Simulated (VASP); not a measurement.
# Ho4S in VASP: further runs

Runs on Ho4S. Level: PBE. Tasks: single point, relaxation of cell and atoms.

Everything below comes from runs of VASP 6.6.1. Logs are shortened: lines on timing, memory, paths and dates and some standing lists are left out, and cuts for length are marked.

## (1) The cell of the first run

The typed cell holds 10 atoms: a = 3.655 Å, b = 3.655 Å, c = 23.968 Å, α = 89.97°, β = 90.02°, γ = 119.97°.

## (2) Single point, PBE

The input, INCAR:

```
  PREC = Accurate
  ENCUT = 500
  EDIFF = 1E-6
  ISMEAR = 0
  SIGMA = 0.2
  LREAL = False
  LASPH = True
  NELM = 200
  ALGO = Normal
  ISIF = 2
  LWAVE = False
  LCHARG = False
  GGA = PE
  NBANDS = 53
  GGA_COMPAT = False
  LMAXMIX = 6
```

The input, KPOINTS:

```
regular mesh
0
Gamma
  6 6 1
```

The input, POSCAR:

```
Ho4S
1.0
    3.6547091453      0.0010265977     -0.0006269981
   -1.8264267271      3.1654254334      0.0008529265
   -0.0036778065      0.0042663289     23.9684735581
Ho S
8 2
Direct
    0.3337849098      0.6696147383      0.4280730224
    0.3328534746      0.6643872997      0.9280476224
    0.3318508082      0.6653746760      0.1921278038
    0.3345886226      0.6676151456      0.6920940103
    0.6654678414      0.3304855732      0.0719369610
    0.6679423003      0.3360205978      0.5719619024
    0.6658083648      0.3338387754      0.3079027761
    0.6677151313      0.3325068888      0.8078529241
    1.0009429126      0.0028304173      0.5000048307
   -0.0009543655     -0.0026741123      0.9999981470
```

Potentials or basis: VASP PAW PBE potentials, release 64 (Ho_3, S), 4f in core.

The run is started by

```sh
> cat potpaw_PBE.64/Ho_3/POTCAR potpaw_PBE.64/S/POTCAR > POTCAR
> mpirun -np 1 vasp_std > vasp.out
```

OUTCAR:

```text
PREC = Accurate
   ENCUT = 500
   EDIFF = 1E-6
   ISMEAR = 0
   LREAL = False
   LASPH = True
   NELM = 200
   ISIF = 2
   GGA = PE

 ion  position               nearest neighbor table
   1  0.334  0.670  0.428-   9 2.72   9 2.73   9 2.73   7 3.57   7 3.57   7 3.57
   2  0.333  0.664  0.928-  10 2.72  10 2.73  10 2.73   8 3.57   8 3.57   8 3.57
   3  0.332  0.665  0.192-   7 3.48   7 3.49   7 3.49   5 3.57   5 3.57   5 3.57
   4  0.335  0.668  0.692-   8 3.48   8 3.49   8 3.49   6 3.57   6 3.57   6 3.57
   5  0.665  0.330  0.072-  10 2.72  10 2.73  10 2.73   3 3.57   3 3.57   3 3.57
   6  0.668  0.336  0.572-   9 2.72   9 2.73   9 2.73   4 3.57   4 3.57   4 3.57
   7  0.666  0.334  0.308-   3 3.48   3 3.49   3 3.49   1 3.57   1 3.57   1 3.57
   8  0.668  0.333  0.808-   4 3.48   4 3.49   4 3.49   2 3.57   2 3.57   2 3.57
   9  0.001  0.003  0.500-   1 2.72   6 2.72   1 2.73   6 2.73   6 2.73   1 2.73
  10  0.999  0.997  1.000-   2 2.72   5 2.72   5 2.73   5 2.73   2 2.73   2 2.73

  LATTYP: Found a triclinic cell.
 ALAT       =     3.6545524338
 B/A-ratio  =     1.0000429353
 C/A-ratio  =     6.5585251968
 COS(alpha) =     0.0003249524
 COS(beta)  =     0.0004642477
 COS(gamma) =     0.4995242641

  Lattice vectors:

 A1 = (  -1.8264267271,   3.1654254334,   0.0008529265)
 A2 = (  -3.6547091453,  -0.0010265977,   0.0006269981)
 A3 = (  -0.0036778065,   0.0042663289,  23.9684735581)

Analysis of symmetry for initial positions (statically):
=====================================================================
 Subroutine PRICEL returns:
 Original cell was already a primitive cell.

 Routine SETGRP: Setting up the symmetry group for a
 triclinic supercell.

 Subroutine GETGRP returns: Found  1 space group operations
 (whereof  1 operations were pure point group operations)
 out of a pool of  2 trial point group operations.

The static configuration has the point symmetry C_1 .

Analysis of symmetry for dynamics (positions and initial velocities):
=====================================================================
 Subroutine PRICEL returns:
 Original cell was already a primitive cell.

 Routine SETGRP: Setting up the symmetry group for a
 triclinic supercell.

 Subroutine GETGRP returns: Found  1 space group operations
 (whereof  1 operations were pure point group operations)
 out of a pool of  2 trial point group operations.

The dynamic configuration has the point symmetry C_1 .

 Subroutine INISYM returns: Found  1 space group operations
 (whereof  1 operations are pure point group operations),
 and found     1 'primitive' translations

----------------------------------------------------------------------------------------

                                     Primitive cell

  volume of cell :     277.3292

  direct lattice vectors                    reciprocal lattice vectors
     3.654709145  0.001026598 -0.000626998     0.273575248  0.157850862  0.000013881
    -1.826426727  3.165425433  0.000852927    -0.000088734  0.315862118 -0.000056236
    -0.003677807  0.004266329 23.968473558     0.000007160 -0.000007111  0.041721474

  length of vectors
     3.654709343  3.654552434 23.968474220     0.315848557  0.315862135  0.041721476

  position of ions in fractional coordinates (direct lattice)
     0.333784910  0.669614738  0.428073022
     0.332853475  0.664387300  0.928047622
     0.331850808  0.665374676  0.192127804
     0.334588623  0.667615146  0.692094010
     0.665467841  0.330485573  0.071936961
     0.667942300  0.336020598  0.571961902
     0.665808365  0.333838775  0.307902776
     0.667715131  0.332506889  0.807852924
     0.000942913  0.002830417  0.500004831
     0.999045634  0.997325888  0.999998147

[... 37 lines left out ...]
|           W    W   A  A   R    R  NN   N  II  NN   N  G    G  !!!           |
|           W    W  A    A  R    R  N N  N  II  N N  N  G       !!!           |
|           W WW W  AAAAAA  RRRRR   N  N N  II  N  N N  G  GGG   !            |
|           WW  WW  A    A  R   R   N   NN  II  N   NN  G    G                |
|           W    W  A    A  R    R  N    N  II  N    N   GGGG   !!!           |
|                                                                             |
|     Your reciprocal lattice and k-lattice belong to different lattice       |
|     classes:                                                                |
|                                                                             |
|        The reciprocal lattice is base-centered monoclinic,                  |
|        whereas your k-lattice is triclinic.                                 |
|                                                                             |
|     Results are often still useful ...                                      |
|                                                                             |
 -----------------------------------------------------------------------------

[... 26 lines left out ...]
   ISTART =      0    job   : 0-new  1-cont  2-samecut
   ICHARG =      2    charge: 1-file 2-atom 10-const
   ISPIN  =      1    spin polarized calculation?
   LNONCOLLINEAR =      F non collinear calculations
   LSORBIT =      F    spin-orbit coupling
   LASPH  =      T    aspherical Exc in radial PAW
   ENCUT  =  500.0 eV  36.75 Ry    6.06 a.u.   6.66  6.66 43.70*2*pi/ulx,y,z
   NELM   =    200;   NELMIN=  2; NELMDL= -5     # of ELM steps
   EDIFF  = 0.1E-05   stopping-criterion for ELM
   LREAL  =      F    real-space projection
   EDIFFG = 0.1E-04   stopping-criterion for IOM
   NSW    =      0    number of steps for IOM
   IBRION =     -1    ionic relax: 0-MD 1-quasi-New 2-CG
   NFREE  =      0    steps in history (QN), initial steepest desc. (CG)
   ISIF   =      2    stress and relaxation
   ISYM   =      2    0-nonsym 1-usesym 2-fastsym
   POTIM  = 0.5000    time-step for ionic-motion
   TEBEG  =    0.0;   TEEND  =   0.0 temperature during run
   PSTRESS=    0.0 pullay stress
   NELECT =      84.0000    total number of electrons
   NUPDOWN=      -1.0000    fix difference up-down
   EMIN   =  10.00;   EMAX   =-10.00  energy-range for DOS
   EFERMI =   0.00;   METHOD = LEGACY
   ISMEAR =     0;   SIGMA  =   0.20  broadening in eV -4-tet -1-fermi 0-gaus
   EFERMI_NEDOS =   21; number of points for ismear=-14 and -15
   IALGO  =     38    algorithm
   IMIX   =      4    mixing-type and parameters
     AMIX     =   0.40;   BMIX     =  1.00
     AMIX_MAG =   1.60;   BMIX_MAG =  1.00
  volume/ion in A,a.u.               =      27.73       187.15
  Fermi-wavevector in a.u.,A,eV,Ry     =   1.099435  2.077630 16.446128  1.208756
  Thomas-Fermi vector in A             =   2.235829
   LORBIT       =      0    0 simple, 1 ext, 2 COOP (PROOUT), +10 PAW based schemes
   GGA     = PE    functional components
   LHFCALC =     F    Hartree Fock is set to
   AEXX    =    0.0000 exact exchange contribution
   IVDW    =     0    specifies the selected vdW correction
   LEPSILON=     F    determine dielectric tensor
   LRPA    =     F    only Hartree local field effects (RPA)
 non-spin polarized calculation
 Gauss-broadening in eV      SIGMA  =   0.20
  energy-cutoff  :      500.00
  volume of cell :      277.33
 maximum number of plane-waves:      7091
 NGX is ok and might be reduce to    28

 number of electron      83.9999995 magnetization

 Free energy of the ion-electron system (eV)
  ---------------------------------------------------
  ext. energy  EPLUGINS =         0.00000000
  ---------------------------------------------------
  free energy    TOTEN  =       -52.03251811 eV

  energy without entropy =      -51.79582979  energy(sigma->0) =      -51.91417395

 E-fermi :   3.7350     XC(G=0):  -9.9945

 val. band max:        3.7216372124   @ k =   0.5000   0.3333   0.0000
 cond. band min:       3.7522784826   @ k =   0.3333   0.3333   0.0000
 fundamental gap:      0.0306412703
 Fermi energy:         3.7349968734

 k-point     1 :       0.0000    0.0000    0.0000
  band No.  band energies     occupation
      1     -20.7250      2.00000
      2     -20.7004      2.00000
      3     -20.5904      2.00000
      4     -20.5323      2.00000
      5     -20.3657      2.00000
      6     -20.3191      2.00000
[... 1109 lines left out ...]
     52       5.5346      0.00000
     53       5.7005      0.00000

------------------------ aborting loop because EDIFF is reached ----------------------------------------

  FORCE on cell =-STRESS in cart. coord.  units (eV):
  Direction    XX          YY          ZZ          XY          YZ          ZX
  --------------------------------------------------------------------------------------
  -------------------------------------------------------------------------------------
  Total        1.0975135      1.0671577      0.7499729     -0.0319843     -0.0081460      0.0027428
  in kB        6.3405192      6.1651485      4.3327190     -0.1847786     -0.0470609      0.0158455
  external PRESSURE =       5.6127956 kB  Pullay stress =       0.0000000 kB

 VOLUME and BASIS-vectors are now :
 -----------------------------------------------------------------------------
  energy-cutoff  :      500.00
  volume of cell :      277.33
      direct lattice vectors                 reciprocal lattice vectors
     3.654709145  0.001026598 -0.000626998     0.273575248  0.157850862  0.000013881
    -1.826426727  3.165425433  0.000852927    -0.000088734  0.315862118 -0.000056236
    -0.003677807  0.004266329 23.968473558     0.000007160 -0.000007111  0.041721474

 POSITION                                       TOTAL-FORCE (eV/Angst)
 -----------------------------------------------------------------------------------
     -0.00469      2.12178     10.26062         0.005332     -0.004508     -0.010834
     -0.00039      2.10737     22.24424        -0.001749     -0.000563     -0.008354
     -0.00315      2.10735      4.60537         0.000439      0.002177      0.003801
      0.00093      2.11658     16.58880        -0.001125     -0.000522      0.005479
      1.82822      1.04712      1.72408        -0.000284      0.003152      0.011107
      1.82531      1.06677     13.70892        -0.001854     -0.002460      0.005306
      1.82247      1.05874      7.37983         0.002189     -0.000410     -0.005373
      1.83003      1.05666     19.36287        -0.002674      0.001074     -0.001850
     -0.00356      0.01109     11.98435        -0.001908     -0.000455      0.001487
      1.82600      3.16225     23.96865         0.001634      0.002516     -0.000769
 -----------------------------------------------------------------------------------
    total drift:                                0.000004     -0.000029     -0.000352

  FREE ENERGIE OF THE ION-ELECTRON SYSTEM (eV)
  ---------------------------------------------------
  free  energy   TOTEN  =       -52.0325181066 eV

  energy  without entropy=      -51.7958297902  energy(sigma->0) =      -51.91417395
```

Run time: 9.4 min. Hardware: 1 thread of Intel Xeon Platinum 8488C (Sapphire Rapids), shared host; peak memory 0.48 GiB.

Results:

```yaml
Free_energy: -52.0325 eV
Pressure: 0.6 GPa
Largest_force: 0.013 eV/Å
Band_gap_on_the_k_mesh: zero (bands 42 and 43 overlap by 0.89 eV)
```

Forces on the atoms (eV/Å):
```
Ho   0.005 -0.005 -0.011
Ho  -0.002 -0.001 -0.008
Ho   0.000  0.002  0.004
Ho  -0.001 -0.001  0.005
Ho   0.000  0.003  0.011
Ho  -0.002 -0.002  0.005
Ho   0.002  0.000 -0.005
Ho  -0.003  0.001 -0.002
S   -0.002  0.000  0.001
S    0.002  0.003 -0.001
```

Levels at points of the mesh, in eV from the Fermi level:
```csv
k point,band 38,band 39,band 40,band 41,band 42,band 43,band 44,band 45,band 46,band 47
"(0.00, 0.00, 0.00)",-1.71,-0.27,-0.18,0.55,0.73,1.26,1.29,1.30,1.35,1.36
"(0.50, 0.00, 0.00)",-1.47,-0.64,-0.43,-0.31,-0.17,-0.16,-0.11,0.53,0.70,0.70
"(0.00, 0.50, 0.00)",-1.47,-0.64,-0.43,-0.31,-0.17,-0.16,-0.11,0.53,0.69,0.70
"(0.50, 0.50, 0.00)",-1.47,-0.64,-0.43,-0.31,-0.17,-0.16,-0.11,0.54,0.70,0.71
```

Caveat: spin-orbit coupling is left out, which moves the levels of the heavy elements; the 4f electrons are frozen in the core, so they carry no moment and show no levels; the run has no spin polarisation, though such a crystal can be magnetic.

## (3) Relaxation of cell and atoms, PBE

This run uses another cell than the first one: it holds 5 atoms, not 10.

The input, INCAR:

```
SYSTEM = Ho4S
PREC = Accurate
ENCUT = 500
EDIFF = 1E-7
ISMEAR = 0
SIGMA = 0.2
LREAL = .False.
LASPH = .True.
NELM = 200
ALGO = Normal
ISIF = 3
LWAVE = .False.
LCHARG = .False.
GGA = PE
IBRION = 2
NSW = 36
EDIFFG = -0.08
GGA_COMPAT = .False.
NELMIN = 4
LMAXMIX = 6
```

The input, KPOINTS:

```
regular mesh
0
Gamma
  5 5 2
  0 0 0
```

The input, POSCAR:

```
Ho4S
1.0
    3.4022465100      0.0000000000      0.0000000000
   -1.7011232500      2.9464319100      0.0000000000
    0.0000000000      0.0000000000     10.9398603100
Ho S
4 1
Direct
    0.3333333300      0.6666666700      0.8658552800
    0.3333333300      0.6666666700      0.3767953500
    0.6666666700      0.3333333300      0.1341447200
    0.6666666700      0.3333333300      0.6232046500
    0.0000000000      0.0000000000      0.0000000000
```

Potentials or basis: VASP PAW PBE potentials, release 64 (Ho_3, S), 4f in core.

The run is started by

```sh
> cat potpaw_PBE.64/Ho_3/POTCAR potpaw_PBE.64/S/POTCAR > POTCAR
> mpirun -np 1 vasp_std > vasp.out
```

Run time: 2 min. Hardware: 1 thread of Intel Xeon 6975P-C (Granite Rapids), shared host; peak memory 0.26 GiB.

Results (log left out):

```
Free energy                           : -25.9893 eV
Relaxed volume                        : 28.12 Å³/atom
Relaxed cell                          : a = 3.673 Å, b = 3.673 Å, c = 12.038 Å, α = 90.00°, β = 90.00°, γ = 120.00°
Space group after relaxing (to 0.1 Å) : P-3m1 (No. 164)
Energy gained by relaxing             : 427.2 meV/atom
Ionic steps                           : 7
Pressure after relaxing               : -0.1 GPa
Largest force after relaxing          : 0.067 eV/Å
Band gap on the k mesh                : zero (bands 21 and 22 overlap by 0.79 eV)
```

Forces in eV/Å, atoms in the order of the input:
```
Ho   0.000  0.000 -0.067
Ho   0.000  0.000  0.067
Ho   0.000  0.000  0.067
Ho   0.000  0.000 -0.067
S    0.000  0.000  0.000
```

Stress tensor (GPa, compression positive):
```
 0.04  0.00  0.00
 0.00  0.04  0.00
 0.00  0.00 -0.32
```

The path:
| step | energy change (eV) | largest force (eV/Å) | pressure (GPa) | volume (Å³) |
| --- | --- | --- | --- | --- |
| 1 | 0.0000 | 2.6024 | 24.42 | 109.67 |
| 2 | -1.2294 | 0.4878 | -7.65 | 171.73 |
| 3 | -2.1136 | 0.3019 | -0.29 | 141.70 |
| 4 | -2.1138 | 0.3092 | -0.01 | 141.00 |
| 5 | -2.1245 | 0.2368 | 0.01 | 140.78 |
| 6 | -2.1319 | 0.1168 | 0.06 | 140.40 |
| 7 | -2.1361 | 0.0672 | -0.08 | 140.61 |

Final structure:
```
CELL_PARAMETERS angstrom
3.67257 0.00000 0.00000
-1.83629 3.18054 0.00000
0.00000 0.00000 12.03762
ATOMIC_POSITIONS crystal
Ho 0.33333 0.66667 0.85783
Ho 0.33333 0.66667 0.38284
Ho 0.66667 0.33333 0.14217
Ho 0.66667 0.33333 0.61716
S 0.00000 0.00000 0.00000
```

Levels at points of the mesh, in eV from the Fermi level:
| k point | band 18 | band 19 | band 20 | band 21 | band 22 | band 23 | band 24 | band 25 |
| --- | --- | --- | --- | --- | --- | --- | --- | --- |
| (0.00, 0.00, 0.00) | -2.92 | -1.91 | -0.23 | 0.52 | 1.30 | 1.30 | 1.74 | 1.80 |
| (0.00, 0.00, 0.50) | -3.36 | -1.65 | -0.19 | 0.74 | 1.22 | 1.35 | 1.35 | 1.67 |

Caveat: the k points lie up to 0.40 Å⁻¹ apart in the final cell, too coarse for converged energies and pressures of a metal; the volume moved by over 15 % at a fixed basis, so the end points are rough; spin-orbit coupling is left out, which moves the levels of the heavy elements; the 4f electrons are frozen in the core, so they carry no moment and show no levels; the run has no spin polarisation, though such a crystal can be magnetic; the relaxation stopped at a loose force limit of 0.08 eV/Å, so its end isn't a converged minimum.

## (4) Single point, PBE

The input, INCAR:

```
ALGO = Normal ; EDIFF = 1E-6
ENCUT = 500 ; GGA = PE
GGA_COMPAT = False ; ISIF = 2
ISMEAR = 0 ; LASPH = True
LCHARG = False ; LMAXMIX = 6
LREAL = False ; LWAVE = False
NBANDS = 53 ; NELM = 200
PREC = Accurate ; SIGMA = 0.2
```

The input, KPOINTS:

```
k-points
0
Gamma
  6 6 1
```

The input, POSCAR:

```
Ho4S
1.0
    3.6588959605      0.0000000000      0.0000000000
   -1.8294479802      3.1686968516      0.0000000000
    0.0000000000      0.0000000000     23.9483280042
Ho S
8 2
Direct
    0.3333333333      0.6666666667      0.4281741955
    0.3333333333      0.6666666667      0.9281741955
    0.3333333333      0.6666666667      0.1921240573
    0.3333333333      0.6666666667      0.6921240573
    0.6666666667      0.3333333333      0.0718258045
    0.6666666667      0.3333333333      0.5718258045
    0.6666666667      0.3333333333      0.3078759427
    0.6666666667      0.3333333333      0.8078759427
    1.0000000000      0.0000000000      0.5000000000
    0.0000000000      0.0000000000      1.0000000000
```

The run is started by

```sh
> cat potpaw_PBE.64/Ho_3/POTCAR potpaw_PBE.64/S/POTCAR > POTCAR
> mpirun -np 1 vasp_std > vasp.out
```

It took 79 s on 1 thread of Intel Xeon 6975P-C (Granite Rapids), shared host; peak memory 0.39 GiB.

The run converged. Its results:

* Free energy: -52.0338 eV
* Pressure: 0.5 GPa
* Largest force: 0.024 eV/Å
* Band gap on the k mesh: zero (bands 42 and 43 overlap by 0.88 eV)

Forces in eV/Å, atoms in the order of the input:
```
Ho   0.000  0.000 -0.024
Ho   0.000  0.000 -0.024
Ho   0.000  0.000 -0.001
Ho   0.000  0.000 -0.001
Ho   0.000  0.000  0.024
Ho   0.000  0.000  0.024
Ho   0.000  0.000  0.001
Ho   0.000  0.000  0.001
S    0.000  0.000  0.000
S    0.000  0.000  0.000
```

Levels at points of the mesh, in eV from the Fermi level:
| k point | band 38 | band 39 | band 40 | band 41 | band 42 | band 43 | band 44 | band 45 | band 46 | band 47 |
| --- | --- | --- | --- | --- | --- | --- | --- | --- | --- | --- |
| (0.00, 0.00, 0.00) | -1.70 | -0.26 | -0.18 | 0.55 | 0.73 | 1.27 | 1.29 | 1.29 | 1.35 | 1.35 |
| (0.50, 0.00, 0.00) | -1.46 | -0.63 | -0.43 | -0.31 | -0.17 | -0.15 | -0.11 | 0.54 | 0.70 | 0.70 |

Caveat: spin-orbit coupling is left out, which moves the levels of the heavy elements; the 4f electrons are frozen in the core, so they carry no moment and show no levels; the run has no spin polarisation, though such a crystal can be magnetic.

## (5) The runs side by side

| task | cell | k mesh | gap on the mesh (eV) | pressure (GPa) | largest force (eV/Å) |
| --- | --- | --- | --- | --- | --- |
| single point | a = 3.655, b = 3.655, c = 23.968 Å, angles 90.0, 90.0, 120.0°, 10 atoms, atomic positions A | 6 × 6 × 1 | none | 0.6 | 0.01 |
| relaxation of cell and atoms | relaxed from a = 3.402, b = 3.402, c = 10.940 Å, angles 90.0, 90.0, 120.0°, 5 atoms, atomic positions B | 5 × 5 × 2 | none | -0.1 | 0.07 |
| single point | a = 3.659, b = 3.659, c = 23.948 Å, angles 90.0, 90.0, 120.0°, 10 atoms, atomic positions C | 6 × 6 × 1 | none | 0.5 | 0.02 |

Alike in all rows: level PBE; potentials or basis VASP PAW PBE potentials, release 64 (Ho_3, S), 4f in core; no spin polarisation; cutoff (eV) 500; smearing gaussian 0.2 eV.

Caveats: some runs use coarse meshes; spin-orbit coupling is left out, which moves the levels of the heavy elements; the 4f electrons are frozen in the core, so they carry no moment and show no levels; the run has no spin polarisation, though such a crystal can be magnetic; the volume moved by over 15 % at a fixed basis, so the end points are rough (at least some runs); the relaxation stopped at a loose force limit of 0.08 eV/Å, so its end isn't a converged minimum (at least some runs).

Absolute energies hang on the potentials; compare differences alone.

The gap in the log of VASP goes by the Fermi energy; the results here count the filled bands.